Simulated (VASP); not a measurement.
# Fe (Im-3m) in VASP: single point with LDA

Aim: the single point of Fe with LDA.

Program: VASP 6.6.1. These are calculated values, not measurements. Logs are shortened: lines on timing, memory, paths and dates and some standing lists are left out, and cuts for length are marked.

### Step 1. The cell of the first run

The structure is cubic, space group Im-3m (No. 229). Conventional cell: a = 2.890 Å, b = 2.890 Å, c = 2.890 Å, α = 90.00°, β = 90.00°, γ = 90.00°. Within 3.3 Å of Fe (site symmetry m-3m) lie 14 Fe at 2.50 to 2.89 Å.

### Step 2. Single point, LDA, collinear spin, ferromagnetic start

Contents of INCAR:

```
PREC = Accurate
ENCUT = 520
EDIFF = 1E-7
ISMEAR = -1
SIGMA = 0.1
LREAL = False
LASPH = True
NELM = 150
ALGO = Normal
ISIF = 2
LWAVE = False
LCHARG = True
ISPIN = 2
MAGMOM = 4 4
LORBIT = 11
LMAXMIX = 4
LELF = True
LVHAR = True
NBANDS = 19
ISYM = 0
```

Contents of KPOINTS:

```
regular mesh
0
Gamma
  7 13 13
```

Contents of POSCAR:

```
Fe
1.0
   -2.8900000000      2.8900000000      2.8900000000
    1.4450000000     -1.4450000000      1.4450000000
    1.4450000000      1.4450000000     -1.4450000000
Fe
2
Direct
    0.0000000000      0.0000000000      0.0000000000
    0.5000000000      0.0000000000      0.0000000000
```

Potentials or basis: VASP PAW LDA potentials, release 64 (Fe).

Launch:

```sh
> cat potpaw_LDA.64/Fe/POTCAR > POTCAR
> mpirun -np 1 vasp_std > vasp.out
```

OUTCAR:

```text
PREC = Accurate
   ENCUT = 520
   EDIFF = 1E-7
   ISMEAR = -1
   LREAL = False
   LASPH = True
   NELM = 150
   ISIF = 2
   ISPIN = 2
   LORBIT = 11
   ISYM = 0

 ion  position               nearest neighbor table
   1  0.000  0.000  0.000-   2 2.50   2 2.50   2 2.50   2 2.50   2 2.89   2 2.89   2 2.89   2 2.89

   2  0.500  0.000  0.000-   1 2.50   1 2.50   1 2.50   1 2.50   1 2.89   1 2.89   1 2.89   1 2.89

IMPORTANT INFORMATION: All symmetrisations will be switched off!
NOSYMM: (Re-)initialisation of all symmetry stuff for point group C_1.

----------------------------------------------------------------------------------------

                                     Primitive cell

  volume of cell :      24.1376

  direct lattice vectors                    reciprocal lattice vectors
    -2.890000000  2.890000000  2.890000000     0.000000000  0.173010381  0.173010381
     1.445000000 -1.445000000  1.445000000     0.346020761  0.000000000  0.346020761
     1.445000000  1.445000000 -1.445000000     0.346020761  0.346020761  0.000000000

  length of vectors
     5.005626834  2.502813417  2.502813417     0.244673627  0.489347253  0.489347253

  position of ions in fractional coordinates (direct lattice)
     0.000000000  0.000000000  0.000000000
     0.500000000  0.000000000  0.000000000

  ion indices of the primitive-cell ions
   primitive index   ion index
                 1           1
                 2           2

----------------------------------------------------------------------------------------

 KPOINTS: regular mesh

Automatic generation of k-mesh.
 Grid dimensions read from file:
 generate k-points for:    7   13   13

 Generating k-lattice:

  Cartesian coordinates                     Fractional coordinates (reciprocal lattice)
     0.000000000  0.024715769  0.024715769     0.142857143  0.000000000  0.000000000
     0.026616982  0.000000000  0.026616982     0.000000000  0.076923077  0.000000000
     0.026616982  0.026616982  0.000000000     0.000000000  0.000000000  0.076923077

  Length of vectors
     0.034953375  0.037642096  0.037642096

  Shift w.r.t. Gamma in fractional coordinates (k-lattice)
     0.000000000  0.000000000  0.000000000

 -----------------------------------------------------------------------------
|                                                                             |
|           W    W    AA    RRRRR   N    N  II  N    N   GGGG   !!!           |
|           W    W   A  A   R    R  NN   N  II  NN   N  G    G  !!!           |
|           W    W  A    A  R    R  N N  N  II  N N  N  G       !!!           |
|           W WW W  AAAAAA  RRRRR   N  N N  II  N  N N  G  GGG   !            |
|           WW  WW  A    A  R   R   N   NN  II  N   NN  G    G                |
|           W    W  A    A  R    R  N    N  II  N    N   GGGG   !!!           |
|                                                                             |
|     Your reciprocal lattice and k-lattice belong to different lattice       |
|     classes:                                                                |
|                                                                             |
|        The reciprocal lattice is base centered orthorhombic,                |
|        whereas your k-lattice is base-centered monoclinic.                  |
|                                                                             |
|     Results are often still useful ...                                      |
|                                                                             |
 -----------------------------------------------------------------------------

 WARNING: IBZKPT: internal override: KBLOWUP is changed to .FALSE.
      ... skipping the blow-up phase ...

 Subroutine IBZKPT returns following result:
 ===========================================

 Found    592 irreducible k-points:

 Following reciprocal coordinates:
            Coordinates               Weight
  0.000000  0.000000  0.000000      1.000000
  0.142857  0.000000  0.000000      2.000000
  0.285714  0.000000  0.000000      2.000000
  0.428571  0.000000  0.000000      2.000000
  0.000000  0.076923  0.000000      2.000000
  0.142857  0.076923  0.000000      2.000000
[... 16 lines left out ...]
 -0.428571  0.230769 -0.000000      2.000000
 -0.285714  0.230769  0.000000      2.000000
 [... further k-points ...]
   k-points           NKPTS =    592   k-points in BZ     NKDIM =    592   number of bands    NBANDS=     19
   number of dos      NEDOS =    301   number of ions     NIONS =      2
   total plane-waves  NPLWV =  16000
   dimension x,y,z NGX =    40 NGY =   20 NGZ =   20
   dimension x,y,z NGXF=    80 NGYF=   40 NGZF=   40
   ions per type =               2
   NGX,Y,Z   is equivalent  to a cutoff of  13.28, 13.28, 13.28 a.u.
   NGXF,Y,Z  is equivalent  to a cutoff of  26.57, 26.57, 26.57 a.u.
 SYSTEM =  unknown system
   PREC   = accura    normal or accurate (medium, high low for compatibility)
   ISTART =      0    job   : 0-new  1-cont  2-samecut
   ICHARG =      2    charge: 1-file 2-atom 10-const
   ISPIN  =      2    spin polarized calculation?
   LNONCOLLINEAR =      F non collinear calculations
   LSORBIT =      F    spin-orbit coupling
   LASPH  =      T    aspherical Exc in radial PAW
   ENCUT  =  520.0 eV  38.22 Ry    6.18 a.u.   9.31  4.65  4.65*2*pi/ulx,y,z
   NELM   =    150;   NELMIN=  2; NELMDL= -5     # of ELM steps
   EDIFF  = 0.1E-06   stopping-criterion for ELM
   LREAL  =      F    real-space projection
   EDIFFG = 0.1E-05   stopping-criterion for IOM
   NSW    =      0    number of steps for IOM
   IBRION =     -1    ionic relax: 0-MD 1-quasi-New 2-CG
   NFREE  =      0    steps in history (QN), initial steepest desc. (CG)
   ISIF   =      2    stress and relaxation
   ISYM   =      0    0-nonsym 1-usesym 2-fastsym
   POTIM  = 0.5000    time-step for ionic-motion
   TEBEG  =    0.0;   TEEND  =   0.0 temperature during run
   PSTRESS=    0.0 pullay stress
   NELECT =      16.0000    total number of electrons
   NUPDOWN=      -1.0000    fix difference up-down
   EMIN   =  10.00;   EMAX   =-10.00  energy-range for DOS
   EFERMI =   0.00;   METHOD = LEGACY
   ISMEAR =    -1;   SIGMA  =   0.10  broadening in eV -4-tet -1-fermi 0-gaus
   EFERMI_NEDOS =   21; number of points for ismear=-14 and -15
   IALGO  =     38    algorithm
   IMIX   =      4    mixing-type and parameters
     AMIX     =   0.40;   BMIX     =  1.00
     AMIX_MAG =   1.60;   BMIX_MAG =  1.00
  volume/ion in A,a.u.               =      12.07        81.44
  Fermi-wavevector in a.u.,A,eV,Ry     =   1.427415  2.697424 27.722063  2.037514
  Thomas-Fermi vector in A             =   2.547587
   LORBIT       =     11    0 simple, 1 ext, 2 COOP (PROOUT), +10 PAW based schemes
   GGA     = CA    functional components
   LHFCALC =     F    Hartree Fock is set to
   AEXX    =    0.0000 exact exchange contribution
   IVDW    =     0    specifies the selected vdW correction
   LEPSILON=     F    determine dielectric tensor
   LRPA    =     F    only Hartree local field effects (RPA)
 spin polarized calculation
  energy-cutoff  :      520.00
  volume of cell :       24.14
 maximum number of plane-waves:       666
 NGX is ok and might be reduce to    40
   NGX = 19   NGY =  9   NGZ =  9

 number of electron      15.9999989 magnetization       4.4102827

 Free energy of the ion-electron system (eV)
  ---------------------------------------------------
  ext. energy  EPLUGINS =         0.00000000
  ---------------------------------------------------
  free energy    TOTEN  =       -18.15526078 eV

  energy without entropy =      -18.08263519  energy(sigma->0) =      -18.11894798

 E-fermi :   5.0627     XC(G=0): -13.0791

 val. band max:        5.0614413387   @ k =  -0.1429   0.4615   0.2308
 cond. band min:       5.0637281699   @ k =  -0.1429  -0.3077   0.3846
 fundamental gap:      0.0022868312
 Fermi energy:         5.0627245109

 spin component 1

 k-point     1 :       0.0000    0.0000    0.0000
  band No.  band energies     occupation
      1      -3.1075      1.00000
      2       0.4521      1.00000
      3       1.8966      1.00000
      4       2.8949      1.00000
      5       2.8971      1.00000
      6       2.8974      1.00000
[... 11 lines left out ...]
     18      29.3488      0.00000
     19      29.3494      0.00000

 k-point     2 :       0.1429    0.0000    0.0000
  band No.  band energies     occupation
      1      -2.9061      1.00000
      2       0.4300      1.00000
      3       1.9431      1.00000
      4       2.8445      1.00000
      5       2.8924      1.00000
      6       3.0007      1.00000
[... 476 lines left out ...]
 k-point    24 :      -0.2857    0.2308    0.0000
  band No.  band energies     occupation
      1      -1.5945      1.00000
      2       1.2949      1.00000
      3       1.9895      1.00000
      4       2.5815      1.00000
      5       2.6948      1.00000
      6       2.6987      1.00000
[... 11 lines left out ...]
     18      28.3990      0.00000
     19      29.5370      0.00000

 [... further k-points ...]

 spin component 2

 k-point     1 :       0.0000    0.0000    0.0000
  band No.  band energies     occupation
      1      -2.7427      1.00000
      2       1.6980      1.00000
      3       3.5466      1.00000
      4       4.7095      0.97158
      5       4.7121      0.97088
      6       4.7157      0.96983
[... 11 lines left out ...]
     18      29.4848      0.00000
     19      29.4851      0.00000

 k-point     2 :       0.1429    0.0000    0.0000
  band No.  band energies     occupation
      1      -2.5402      1.00000
      2       1.5786      1.00000
      3       3.5999      1.00000
      4       4.6472      0.98457
      5       4.7020      0.97360
      6       4.8295      0.91153
[... 476 lines left out ...]
 k-point    24 :      -0.2857    0.2308    0.0000
  band No.  band energies     occupation
      1      -1.2056      1.00000
      2       2.6534      1.00000
      3       3.5585      1.00000
      4       4.0728      0.99995
      5       4.3331      0.99932
      6       4.4516      0.99779
[... 11 lines left out ...]
     18      29.0956      0.00000
     19      29.8871      0.00000

 [... further k-points ...]

------------------------ aborting loop because EDIFF is reached ----------------------------------------

  FORCE on cell =-STRESS in cart. coord.  units (eV):
  Direction    XX          YY          ZZ          XY          YZ          ZX
  --------------------------------------------------------------------------------------
  -------------------------------------------------------------------------------------
  Total       -3.9748201     -3.9810758     -3.9810646      0.0004819      0.0040767      0.0004820
  in kB     -263.8362884   -264.2515216   -264.2507796      0.0319839      0.2706011      0.0319923
  external PRESSURE =    -264.1128632 kB  Pullay stress =       0.0000000 kB

 VOLUME and BASIS-vectors are now :
 -----------------------------------------------------------------------------
  energy-cutoff  :      520.00
  volume of cell :       24.14
      direct lattice vectors                 reciprocal lattice vectors
    -2.890000000  2.890000000  2.890000000     0.000000000  0.173010381  0.173010381
     1.445000000 -1.445000000  1.445000000     0.346020761  0.000000000  0.346020761
     1.445000000  1.445000000 -1.445000000     0.346020761  0.346020761  0.000000000

 POSITION                                       TOTAL-FORCE (eV/Angst)
 -----------------------------------------------------------------------------------
      0.00000      0.00000      0.00000        -0.000000     -0.000000     -0.000000
     -1.44500      1.44500      1.44500         0.000000      0.000000      0.000000
 -----------------------------------------------------------------------------------
    total drift:                                0.000000      0.000000      0.000000

  FREE ENERGIE OF THE ION-ELECTRON SYSTEM (eV)
  ---------------------------------------------------
  free  energy   TOTEN  =       -18.1552607768 eV

  energy  without entropy=      -18.0826351910  energy(sigma->0) =      -18.11894798

 total charge

# of ion       s       p       d       tot
------------------------------------------
    1        0.464   0.482   6.217   7.163
    2        0.464   0.482   6.217   7.163
--------------------------------------------------
tot          0.928   0.964  12.433  14.326

 magnetization (x)

# of ion       s       p       d       tot
------------------------------------------
    1       -0.011  -0.034   2.232   2.186
    2       -0.011  -0.034   2.232   2.186
--------------------------------------------------
tot         -0.023  -0.069   4.463   4.372
```

It took 4.8 min on 1 thread of Intel Xeon Platinum 8488C (Sapphire Rapids), shared host; peak memory 0.44 GiB.

Results:

- Free energy: -18.1553 eV
- Pressure: -26.4 GPa
- Net moment: 4.41 μB per cell
- Site moments: Fe +2.19 μB
- Valence electrons inside the program's atomic spheres: Fe 7.16

Caveat: the cell stands under tension.
